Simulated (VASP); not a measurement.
# Ge: single point with LDA

The system is Ge.

```
CELL_PARAMETERS angstrom
0.00000 2.81091 2.81091
2.81091 0.00000 2.81091
2.81091 2.81091 0.00000
ATOMIC_POSITIONS crystal
Ge 0.50000 0.50000 0.50000
Ge 0.75000 0.75000 0.75000
```

```
Program             : VASP 6.6.1
Task                : single point
Functional          : LDA
Potentials or basis : VASP PAW LDA potentials, release 64 (Ge_d)
Cutoff              : 520 eV
k mesh              : 16 × 16 × 16
Occupations         : gaussian, width 0.15 eV
Spin                : no spin polarisation
```

```yaml
Pressure: 0.3 GPa
```

Levels at points of the mesh, in eV from the Fermi level:
| k point | band 10 | band 11 | band 12 | band 13 | band 14 | band 15 | band 16 | band 17 | band 18 | band 19 |
| --- | --- | --- | --- | --- | --- | --- | --- | --- | --- | --- |
| (0.00, 0.00, 0.00) | -24.75 | -13.00 | -0.05 | -0.05 | -0.05 | -0.02 | 2.48 | 2.48 | 2.48 | 6.20 |
| (0.50, 0.00, 0.00) | -24.72 | -10.87 | -7.78 | -1.49 | -1.49 | 0.07 | 3.68 | 3.68 | 6.93 | 10.46 |
| (0.50, 0.50, 0.00) | -24.70 | -9.05 | -9.05 | -3.20 | -3.20 | 0.59 | 0.59 | 9.51 | 9.51 | 11.58 |

Wall time 54 s on 1 thread of AMD EPYC 9R45 96-Core Processor (Zen 5), on a shared host, peak memory 0.19 GiB.
